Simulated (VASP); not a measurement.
Wanted: the native input for a VASP 6.6.1 run.

| Property | Result |
| --- | --- |
| Task | single point |
| Functional | r2SCAN |
| Potentials or basis | VASP PAW PBE potentials, release 64 (Pt, S, Sr_sv) |
| Cutoff | 550 eV |
| k mesh | 8 × 8 × 8 |
| Occupations | fermi-dirac, width 0.1 eV |
| Spin | no spin polarisation |
| Dipole correction | no |
| Further INCAR settings | ALGO = Normal; EDIFF = 1e-06; NBANDS = 31 |

Sr2Pt2S:

```
Pt S Sr
1.0
    -2.23167    2.90490    4.49672
     4.46334    0.00000    0.00000
     2.23167    2.90490   -4.49672
Pt S Sr
2 1 2
Direct
  0.73034 0.50000 0.73034
  0.26966 0.50000 0.26966
  0.00000 0.00000 0.00000
  0.69995 0.19995 0.30005
  0.30005 0.80005 0.69995
```

These files were run (other wordings do the same):

POSCAR

```
Sr2Pt2S
1.0
   -2.2316690000      2.9048990000      4.4967180000
    4.4633380000      0.0000000000      0.0000000000
    2.2316690000      2.9048990000     -4.4967180000
Pt S Sr
2 1 2
Direct
    0.7303400000      0.5000000000      0.7303400000
    0.2696600000      0.5000000000      0.2696600000
    0.0000000000      0.0000000000      0.0000000000
    0.6999500000      0.1999500000      0.3000500000
    0.3000500000      0.8000500000      0.6999500000
```

INCAR.step1

```
ALGO = Normal ; EDIFF = 1E-5
ENCUT = 550 ; GGA = PE
GGA_COMPAT = False ; ISMEAR = -1
LASPH = True ; LCHARG = False
LREAL = False ; LWAVE = True
NBANDS = 31 ; NELM = 120
PREC = Accurate ; SIGMA = 0.1
```

INCAR.step2

```
ALGO = Normal ; EDIFF = 1E-6
ENCUT = 550 ; GGA_COMPAT = False
ISIF = 2 ; ISMEAR = -1
ISTART = 1 ; LASPH = True
LCHARG = False ; LMIXTAU = True
LREAL = False ; LWAVE = False
METAGGA = R2SCAN ; NBANDS = 31
NELM = 120 ; PREC = Accurate
SIGMA = 0.1
```

KPOINTS

```
k-points
0
Gamma
  8 8 8
```

Potentials or basis: VASP PAW PBE potentials, release 64 (Pt, S, Sr_sv).

Run with:

```bash
$ cat potpaw_PBE.64/Pt/POTCAR potpaw_PBE.64/S/POTCAR potpaw_PBE.64/Sr_sv/POTCAR > POTCAR
$ cp INCAR.step1 INCAR
$ mpirun -np 1 vasp_std > vasp.out
$ cp INCAR.step2 INCAR
$ mpirun -np 1 vasp_std > vasp.out
```

Results of the run:

- Pressure: -1.4 GPa
- Largest force: 0.225 eV/Å
- Band gap on the k mesh: zero (bands 23 and 24 overlap by 0.06 eV)

Caveat: the PAW data sets were made with another functional, which shifts forces and pressure a little; spin-orbit coupling is left out, which moves the levels of the heavy elements.

Run time: 17 min on 1 thread of AMD EPYC 9R45 96-Core Processor (Zen 5), on a shared host, peak memory 0.52 GiB.
